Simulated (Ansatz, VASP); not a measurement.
## One calculation of WC, two programs

Contents of INCAR:

```
SYSTEM = WC
  PREC = Accurate
  ENCUT = 520
  EDIFF = 1E-6
  ISMEAR = -1
  SIGMA = 0.1
  LREAL = .False.
  LASPH = .True.
  NELM = 60
  ALGO = Normal
  ISIF = 2
  LWAVE = .False.
  LCHARG = .False.
  GGA = PE
  NBANDS = 16
```

The input KPOINTS:

```
regular mesh
0
Gamma
  14 14 14
  0 0 0
```

Contents of POSCAR:

```
WC
1.0
    0.0109634200      2.1926840000      2.1926840000
    2.1926840000      0.0109634200      2.1926840000
    2.2036474200      2.2036474200      0.0000000000
W C
1 1
Direct
    0.0000000000      0.0000000000      0.0000000000
    0.5000000000      0.5000000000      0.5000000000
```

Input for Ansatz:

```yaml
crystal:
  lattice:
    - [0.01096342, 2.192684, 2.192684]
    - [2.192684, 0.01096342, 2.192684]
    - [2.20364742, 2.20364742, 0.0]
  atoms:
    - { symbol: W, position: [0.0, 0.0, 0.0] }
    - { symbol: C, position: [0.5, 0.5, 0.5] }
basis:
  ecutwfc: 470.0
kpoints:
  mp_grid:
    grid: [14, 14, 14]
hamiltonian:
  xc: pbe
scf:
  occupations:
    method: fermi_dirac
    width: 0.1
output:
  stress: true
```

Alike in both runs: task single point; functional PBE; k mesh 14 × 14 × 14; occupations fermi-dirac, width 0.1 eV; no spin polarisation.

```csv
,VASP,Ansatz
version,VASP 6.6.1,Ansatz 0.2.0
potentials or method,"VASP PAW PBE potentials, release 64 (W_sv, C), cutoff 520 eV","plane waves, PAW"
valence electrons in the cell,18,18
```

Ansatz gave:

```
pressure (GPa)                                                : -1.2
traceless stress, the component that is largest in VASP (GPa) : -0.98
```

Question: What did VASP give for the same quantities?

Answer: Pressure (GPa): -0.3; traceless stress, the component that is largest in VASP (GPa): -0.98.

Spin-orbit coupling is off throughout.
